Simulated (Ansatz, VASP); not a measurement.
CaB6 in VASP and in Ansatz

INCAR

```
SYSTEM = CaB6
PREC = Accurate ; ENCUT = 520
EDIFF = 1E-7 ; ISMEAR = 0
SIGMA = 0.01 ; LREAL = .False.
LASPH = .True. ; NELM = 80
ALGO = Normal ; ISIF = 2
LWAVE = .False. ; LCHARG = .False.
GGA = PE ; IBRION = 2
NSW = 50 ; EDIFFG = -0.01
```

Contents of KPOINTS:

```
Automatic mesh
0
Gamma
  8 8 8
  0 0 0
```

POSCAR

```
CaB6
1.0
    4.1060166998      0.0000000000      0.0000000000
    0.0000000000      4.1060166998      0.0000000000
    0.0000000000      0.0000000000      4.1060166998
Ca B
1 6
Direct
    0.0000000000      0.0000000000      0.0000000000
    0.2017760847      0.5000000000      0.5000000000
    0.5000000000      0.2017760847      0.5000000000
    0.7982239153      0.5000000000      0.5000000000
    0.5000000000      0.7982239153      0.5000000000
    0.5000000000      0.5000000000      0.2017760847
    0.5000000000      0.5000000000      0.7982239153
```

Input for Ansatz:

```yaml
crystal:
  lattice:
    - [4.1060166998, 0.0, 0.0]
    - [0.0, 4.1060166998, 0.0]
    - [0.0, 0.0, 4.1060166998]
  atoms:
    - { symbol: Ca, position: [0.0, 0.0, 0.0] }
    - { symbol: B, position: [0.2017760847, 0.5, 0.5] }
    - { symbol: B, position: [0.5, 0.2017760847, 0.5] }
    - { symbol: B, position: [0.7982239153, 0.5, 0.5] }
    - { symbol: B, position: [0.5, 0.7982239153, 0.5] }
    - { symbol: B, position: [0.5, 0.5, 0.2017760847] }
    - { symbol: B, position: [0.5, 0.5, 0.7982239153] }
basis:
  ecutwfc: 420
kpoints:
  mp_grid: { grid: [8, 8, 8] }
hamiltonian:
  xc: pbe
scf:
  occupations: { method: gaussian, width: 0.01 }
output:
  forces: true
  stress: true
  eigenvalues: true
relax:
  adjacent_minimum: "off"
  f_tol: 0.01
  max_steps: 30
```

Alike in both runs: task relaxation of the atoms; functional PBE; k mesh 8 × 8 × 8; occupations gaussian, width 0.01 eV; no spin polarisation.

|  | VASP | Ansatz |
| --- | --- | --- |
| version | VASP 6.6.1 | Ansatz 0.2.0 |
| potentials or method | VASP PAW PBE potentials, release 64 (Ca_sv, B), cutoff 520 eV | scalar-relativistic, plane waves, PAW |
| valence electrons in the cell | 28 | 28 |

```tsv
	VASP	Ansatz	Ansatz less VASP
gap on the k mesh at the Fermi level, each at its own relaxed structure (eV)	0.07	0.07	0.000
```

Ansatz's warnings: stress scf threshold loose.
